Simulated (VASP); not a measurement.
Here is a VASP 6.6.1 calculation.

File INCAR:

```
  PREC = Accurate
  ENCUT = 520
  EDIFF = 1E-7
  ISMEAR = 0
  SIGMA = 0.05
  LREAL = F
  LASPH = T
  NELM = 100
  ALGO = Normal
  ISIF = 2
  LWAVE = F
  LCHARG = T
  GGA = PE
  LELF = T
  LVHAR = T
  NBANDS = 8
```

The input KPOINTS:

```
regular mesh
0
Gamma
  8 8 8
```

POSCAR

```
H
1.0
   -1.8432747151      1.8432747151      2.2855640979
    1.8432747151     -1.8432747151      2.2855640979
    1.8664605605      1.8664605605     -2.2855640979
H
2
Direct
    0.9178910720      0.9178910720      0.0000000000
    0.0821089280      0.0821089280      0.0000000000
```

Potentials or basis: VASP PAW PBE potentials, release 64 (H).

Launch:

```console
$ cat potpaw_PBE.64/H/POTCAR > POTCAR
$ mpirun -np 1 vasp_std > vasp.out
```

(1) Predict the largest force.

(2) What does it give for the pressure?

(3) Predict the band gap on the k mesh.

Results:

(1) 0.009 eV/Å.

(2) -0.2 GPa.

(3) 9.28 eV, indirect (least direct gap 9.75 eV).

Caveat: the cell differs from its parent crystal (strain +0.0125 x Voigt [0, 0, 0, 0, 0, 1]).
